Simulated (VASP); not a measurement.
# SmSi2Pb2 (P1) in VASP: single point with PBE

Aim: the single point of SmSi2Pb2 with PBE.

Everything below comes from runs of VASP 6.6.1. Logs are shortened: lines on timing, memory, paths and dates and some standing lists are left out, and cuts for length are marked.

## (1) The cell of the first run

The typed cell holds 5 atoms: a = 4.676 Å, b = 4.665 Å, c = 7.606 Å, α = 90.72°, β = 89.83°, γ = 119.64°.

## (2) Single point, PBE

POSCAR

```
SmSi2Pb2
1.0
    4.6756510000      0.0179510000      0.0069240000
   -2.3222800000      4.0458310000     -0.0295430000
    0.0110780000     -0.0481830000      7.6058430000
Sm Pb Si
1 2 2
Direct
    0.0366160000      0.9898920000      0.0105390000
    0.3176000000      0.6160900000      0.6436900000
    0.6584850000      0.3549650000      0.3925230000
    0.3726730000      0.6749870000      0.2596850000
    0.6103400000      0.2688070000      0.7394740000
```

INCAR.step1

```
PREC = Accurate ; ENCUT = 520
EDIFF = 1E-6 ; ISMEAR = -1
SIGMA = 0.1 ; LREAL = F
LASPH = T ; NELM = 100
ALGO = Normal ; ISIF = 2
LWAVE = F ; LCHARG = T
LMAXMIX = 6 ; GGA = PE
NBANDS = 34
```

KPOINTS.step1

```
Automatic mesh
0
Gamma
  5 5 3
  0.5 0 0.5
```

INCAR.step2

```
PREC = Accurate ; ENCUT = 520
EDIFF = 1E-6 ; ISMEAR = -5
SIGMA = 0.1 ; LREAL = F
LASPH = T ; NELM = 100
ALGO = Normal ; ISIF = 2
LWAVE = F ; LCHARG = F
LMAXMIX = 6 ; GGA = PE
LORBIT = 10 ; NEDOS = 1001
ICHARG = 11
```

KPOINTS.step2

```
Automatic mesh
0
Gamma
  8 8 5
```

Potentials or basis: VASP PAW PBE potentials, release 64 (Sm, Pb_d, Si).

Started as:

```bash
cat potpaw_PBE.64/Sm/POTCAR potpaw_PBE.64/Pb_d/POTCAR potpaw_PBE.64/Si/POTCAR > POTCAR
cp INCAR.step1 INCAR
cp KPOINTS.step1 KPOINTS
mpirun -np 1 vasp_std > vasp.out
cp INCAR.step2 INCAR
cp KPOINTS.step2 KPOINTS
mpirun -np 1 vasp_std > vasp.out
```

OUTCAR:

```text
PREC = Accurate
   ENCUT = 520
   EDIFF = 1E-6
   ISMEAR = -5
   LREAL = F
   LASPH = T
   NELM = 100
   ISIF = 2
   GGA = PE
   LORBIT = 10
   ICHARG = 11

 ion  position               nearest neighbor table
   1  0.037  0.990  0.011-   5 3.12   4 3.25   4 3.30   4 3.34   2 3.80   2 3.83
   2  0.318  0.616  0.644-   5 2.69   5 2.74   4 2.94   5 2.97   3 3.09   3 3.30   3 3.58   1 3.80
                             1 3.83
   3  0.658  0.355  0.393-   4 2.66   5 2.67   4 2.93   4 3.08   2 3.09   2 3.30   2 3.58
   4  0.373  0.675  0.260-   3 2.66   3 2.93   2 2.94   3 3.08   1 3.25   1 3.30   1 3.34
   5  0.610  0.269  0.739-   3 2.67   2 2.69   2 2.74   2 2.97   1 3.12

  LATTYP: Found a triclinic cell.
 ALAT       =     4.6650408002
 B/A-ratio  =     1.0022828923
 C/A-ratio  =     1.6304259729
 COS(alpha) =     0.0029129672
 COS(beta)  =     0.0125517707
 COS(gamma) =     0.4944804033

  Lattice vectors:

 A1 = (   2.3222800000,  -4.0458310000,   0.0295430000)
 A2 = (   4.6756510000,   0.0179510000,   0.0069240000)
 A3 = (   0.0110780000,  -0.0481830000,   7.6058430000)

Analysis of symmetry for initial positions (statically):
=====================================================================
 Subroutine PRICEL returns:
 Original cell was already a primitive cell.

 Routine SETGRP: Setting up the symmetry group for a
 triclinic supercell.

 Subroutine GETGRP returns: Found  1 space group operations
 (whereof  1 operations were pure point group operations)
 out of a pool of  2 trial point group operations.

The static configuration has the point symmetry C_1 .

Analysis of symmetry for dynamics (positions and initial velocities):
=====================================================================
 Subroutine PRICEL returns:
 Original cell was already a primitive cell.

 Routine SETGRP: Setting up the symmetry group for a
 triclinic supercell.

 Subroutine GETGRP returns: Found  1 space group operations
 (whereof  1 operations were pure point group operations)
 out of a pool of  2 trial point group operations.

The dynamic configuration has the point symmetry C_1 .

 Subroutine INISYM returns: Found  1 space group operations
 (whereof  1 operations are pure point group operations),
 and found     1 'primitive' translations

----------------------------------------------------------------------------------------

                                     Primitive cell

  volume of cell :     144.1898

  direct lattice vectors                    reciprocal lattice vectors
     4.675651000  0.017951000  0.006924000     0.213402982  0.122495285  0.000465183
    -2.322280000  4.045831000 -0.029543000    -0.000949208  0.246634591  0.001563812
     0.011078000 -0.048183000  7.605843000    -0.000197959  0.000846477  0.131483516

  length of vectors
     4.675690586  4.665040800  7.606003686     0.246061260  0.246641375  0.131486390

  position of ions in fractional coordinates (direct lattice)
     0.036616000  0.989892000  0.010539000
     0.317600000  0.616090000  0.643690000
     0.658485000  0.354965000  0.392523000
     0.372673000  0.674987000  0.259685000
     0.610340000  0.268807000  0.739474000

  ion indices of the primitive-cell ions
   primitive index   ion index
                 1           1
                 2           2
                 3           3
                 4           4
                 5           5

----------------------------------------------------------------------------------------

 KPOINTS: Automatic mesh

Automatic generation of k-mesh.
 Grid dimensions read from file:
 generate k-points for:    8    8    5

 Generating k-lattice:

  Cartesian coordinates                     Fractional coordinates (reciprocal lattice)
     0.026675373  0.015311911  0.000058148     0.125000000  0.000000000  0.000000000
    -0.000118651  0.030829324  0.000195477    -0.000000000  0.125000000  0.000000000
    -0.000039592  0.000169295  0.026296703     0.000000000 -0.000000000  0.200000000

  Length of vectors
     0.030757658  0.030830172  0.026297278

  Shift w.r.t. Gamma in fractional coordinates (k-lattice)
     0.000000000  0.000000000  0.000000000

 TETIRR: Found    960 inequivalent tetrahedra from     1920

 Subroutine IBZKPT returns following result:
 ===========================================

 Found    162 irreducible k-points:

 Following reciprocal coordinates:
            Coordinates               Weight
  0.000000  0.000000  0.000000      1.000000
  0.125000 -0.000000  0.000000      2.000000
  0.250000 -0.000000  0.000000      2.000000
  0.375000 -0.000000  0.000000      2.000000
  0.500000 -0.000000  0.000000      1.000000
  0.000000  0.125000 -0.000000      2.000000
[... 16 lines left out ...]
  0.125000  0.375000  0.000000      2.000000
  0.250000  0.375000 -0.000000      2.000000
 [... further k-points ...]
   k-points           NKPTS =    162   k-points in BZ     NKDIM =    162   number of bands    NBANDS=     31
   number of dos      NEDOS =   1001   number of ions     NIONS =      5
   total plane-waves  NPLWV =  77760
   dimension x,y,z NGX =    36 NGY =   36 NGZ =   60
   dimension x,y,z NGXF=    72 NGYF=   72 NGZF=  120
   ions per type =               1   2   2
   NGX,Y,Z   is equivalent  to a cutoff of  12.80, 12.83, 13.11 a.u.
   NGXF,Y,Z  is equivalent  to a cutoff of  25.60, 25.66, 26.23 a.u.
 SYSTEM =  unknown system
   PREC   = accura    normal or accurate (medium, high low for compatibility)
   ISTART =      0    job   : 0-new  1-cont  2-samecut
   ICHARG =     11    charge: 1-file 2-atom 10-const
   ISPIN  =      1    spin polarized calculation?
   LNONCOLLINEAR =      F non collinear calculations
   LSORBIT =      F    spin-orbit coupling
   LASPH  =      T    aspherical Exc in radial PAW
   ENCUT  =  520.0 eV  38.22 Ry    6.18 a.u.   8.69  8.67 14.14*2*pi/ulx,y,z
   NELM   =    100;   NELMIN=  2; NELMDL=  0     # of ELM steps
   EDIFF  = 0.1E-05   stopping-criterion for ELM
   LREAL  =      F    real-space projection
   EDIFFG = 0.1E-04   stopping-criterion for IOM
   NSW    =      0    number of steps for IOM
   IBRION =     -1    ionic relax: 0-MD 1-quasi-New 2-CG
   NFREE  =      0    steps in history (QN), initial steepest desc. (CG)
   ISIF   =      2    stress and relaxation
   ISYM   =      2    0-nonsym 1-usesym 2-fastsym
   POTIM  = 0.5000    time-step for ionic-motion
   TEBEG  =    0.0;   TEEND  =   0.0 temperature during run
   PSTRESS=    0.0 pullay stress
   NELECT =      52.0000    total number of electrons
   NUPDOWN=      -1.0000    fix difference up-down
   EMIN   =  10.00;   EMAX   =-10.00  energy-range for DOS
   EFERMI =   0.00;   METHOD = LEGACY
   ISMEAR =    -5;   SIGMA  =   0.10  broadening in eV -4-tet -1-fermi 0-gaus
   EFERMI_NEDOS =   21; number of points for ismear=-14 and -15
   IALGO  =     38    algorithm
   IMIX   =      4    mixing-type and parameters
     AMIX     =   0.40;   BMIX     =  1.00
     AMIX_MAG =   1.60;   BMIX_MAG =  1.00
  volume/ion in A,a.u.               =      28.84       194.61
  Fermi-wavevector in a.u.,A,eV,Ry     =   1.165282  2.202064 18.475114  1.357883
  Thomas-Fermi vector in A             =   2.301810
   LORBIT       =     10    0 simple, 1 ext, 2 COOP (PROOUT), +10 PAW based schemes
   GGA     = PE    functional components
   LHFCALC =     F    Hartree Fock is set to
   AEXX    =    0.0000 exact exchange contribution
   IVDW    =     0    specifies the selected vdW correction
   LEPSILON=     F    determine dielectric tensor
   LRPA    =     F    only Hartree local field effects (RPA)
 non-spin polarized calculation
 Fermi weights with tetrahedron method with Bloechl corrections
  energy-cutoff  :      520.00
  volume of cell :      144.19
 maximum number of plane-waves:      3899

 number of electron      52.0000003 magnetization

 Free energy of the ion-electron system (eV)
  ---------------------------------------------------
  ext. energy  EPLUGINS =         0.00000000
  ---------------------------------------------------
  free energy    TOTEN  =       -21.14747911 eV

  energy without entropy =      -21.14747911  energy(sigma->0) =      -21.14747911

 E-fermi :   5.5219     XC(G=0):  -9.5099

 val. band max:        5.5260408358   @ k =   0.5000  -0.2500   0.2000
 cond. band min:       5.5149730611   @ k =   0.1250  -0.1250   0.2000
 fundamental gap:     -0.0110677747
 Fermi energy:         5.5218752892

 k-point     1 :       0.0000    0.0000    0.0000
  band No.  band energies     occupation
      1     -34.4385      2.00000
      2     -14.2283      2.00000
      3     -14.1717      2.00000
      4     -14.1628      2.00000
      5     -11.8669      2.00000
      6     -11.8119      2.00000
[... 23 lines left out ...]
     30       5.7299      0.00000
     31       5.9083      0.00000

 k-point     2 :       0.1250   -0.0000    0.0000
  band No.  band energies     occupation
      1     -34.4382      2.00000
      2     -14.2263      2.00000
      3     -14.1768      2.00000
      4     -14.1708      2.00000
      5     -11.8606      2.00000
      6     -11.8068      2.00000
[... 23 lines left out ...]
     30       5.6420      0.00000
     31       5.9131      0.00000

 k-point     3 :       0.2500   -0.0000    0.0000
  band No.  band energies     occupation
      1     -34.4374      2.00000
      2     -14.2213      2.00000
      3     -14.2007      2.00000
      4     -14.1783      2.00000
      5     -11.8441      2.00000
      6     -11.7984      2.00000
[... 703 lines left out ...]
     30       5.5886      0.00000
     31       6.3632      0.00000

 k-point    24 :       0.2500    0.3750   -0.0000
  band No.  band energies     occupation
      1     -34.4362      2.00000
      2     -14.2303      2.00000
      3     -14.2120      2.00000
      4     -14.2021      2.00000
      5     -11.8345      2.00000
      6     -11.7691      2.00000
[... 23 lines left out ...]
     30       5.9725      0.00000
     31       6.2364      0.00000

 [... further k-points ...]

------------------------ aborting loop because EDIFF is reached ----------------------------------------

  FORCE on cell =-STRESS in cart. coord.  units (eV):
  Direction    XX          YY          ZZ          XY          YZ          ZX
  --------------------------------------------------------------------------------------
  -------------------------------------------------------------------------------------
  Total       -0.4960831     -2.3346995     -0.5721617     -1.8593097     -0.2651720     -0.1665878
  in kB       -5.5122700    -25.9422154     -6.3576244    -20.6598801     -2.9464817     -1.8510548
  external PRESSURE =     -12.6040366 kB  Pullay stress =       0.0000000 kB

 VOLUME and BASIS-vectors are now :
 -----------------------------------------------------------------------------
  energy-cutoff  :      520.00
  volume of cell :      144.19
      direct lattice vectors                 reciprocal lattice vectors
     4.675651000  0.017951000  0.006924000     0.213402982  0.122495285  0.000465183
    -2.322280000  4.045831000 -0.029543000    -0.000949208  0.246634591  0.001563812
     0.011078000 -0.048183000  7.605843000    -0.000197959  0.000846477  0.131483516

 POSITION                                       TOTAL-FORCE (eV/Angst)
 -----------------------------------------------------------------------------------
     -2.12749      4.00509      0.05117        -0.118583     -0.059480      0.131892
      0.06138      2.46728      4.87980        -0.987418      0.272718      0.842038
      2.25887      1.42904      2.97954         1.217128     -0.625411     -1.801474
      0.17786      2.72506      1.95776        -0.890244      0.212606     -0.998768
      2.23768      1.06287      5.62061         0.779116      0.199567      1.826312
 -----------------------------------------------------------------------------------
    total drift:                                0.012192      0.000807     -0.007712

  FREE ENERGIE OF THE ION-ELECTRON SYSTEM (eV)
  ---------------------------------------------------
  free  energy   TOTEN  =       -21.1474791126 eV

  energy  without entropy=      -21.1474791126  energy(sigma->0) =      -21.14747911

 total charge

# of ion       s       p       d       f       tot
--------------------------------------------------
    1        2.014   5.591   0.337   5.363  13.306
    2        1.359   0.910   9.828   0.000  12.097
    3        1.351   0.915   9.831   0.000  12.096
    4        0.821   0.782   0.000   0.000   1.604
    5        0.821   0.806   0.000   0.000   1.627
--------------------------------------------------
tot          6.367   9.005  19.996   5.363  40.731
```

It took 24 min on 1 thread of Intel Xeon Platinum 8259CL at 2.50GHz (Skylake/Cascade Lake), shared host; peak memory 0.86 GiB.

What came out:

| Property | Result |
| --- | --- |
| Valence electrons inside the program's atomic spheres | Sm 13.31; Pb 12.10; Si 1.60, 1.63 |

Levels at points of the mesh, in eV from the Fermi level:
| k point | band 23 | band 24 | band 25 | band 26 | band 27 | band 28 | band 29 | band 30 |
| --- | --- | --- | --- | --- | --- | --- | --- | --- |
| (0.00, 0.00, 0.00) | -0.57 | -0.44 | -0.05 | -0.03 | 0.00 | 0.04 | 0.16 | 0.21 |
| (0.50, 0.00, 0.00) | -1.75 | -0.10 | -0.04 | -0.02 | 0.00 | 0.04 | 0.05 | 0.07 |
| (0.00, 0.50, 0.00) | -1.67 | -0.05 | -0.04 | -0.03 | 0.00 | 0.02 | 0.05 | 0.06 |
| (0.50, 0.50, 0.00) | -1.29 | -0.05 | -0.03 | -0.02 | 0.00 | 0.04 | 0.05 | 0.06 |

Caveat: spin-orbit coupling is left out, which moves the levels of the heavy elements; semilocal functionals describe open f shells poorly, which spoils levels, moments and volumes; tetrahedron occupations give inexact forces and stress in metals.
